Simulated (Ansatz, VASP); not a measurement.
Ni: VASP beside Ansatz

```xyz
1
Lattice="0.0000 1.6774 1.6774 1.6774 0.0000 1.6774 1.6774 1.6774 0.0000" Properties=species:S:1:pos:R:3 pbc="T T T"
Ni    0.0000    0.0000    0.0000
```

Change from the starting cell: volume scaled by 0.94, LAPW.

Alike in both runs: task single point; functional LDA; k mesh 18 × 18 × 18; occupations fermi-dirac, width 0.08 eV; collinear spin.

```csv
,VASP,Ansatz
version,VASP 6.6.1,Ansatz 0.2.0
potentials or method,"VASP PAW LDA potentials, release 64 (Ni), cutoff 520 eV","all-electron LAPW, scalar-relativistic"
```

```csv
,VASP,Ansatz,Ansatz less VASP
pressure (GPa),17.9,18.2,+0.31
net moment per atom (μB),0.57,0.58,+0.018
size of the moment on the site where the two differ most (μB),0.56,0.60,+0.037
```

LDA's correlation is that of Perdew and Zunger in VASP and of Perdew and Wang (1992) in Ansatz. Site moments also hang on the region over which each program counts them. Ansatz ran all-electron here, and VASP with PAW potentials.
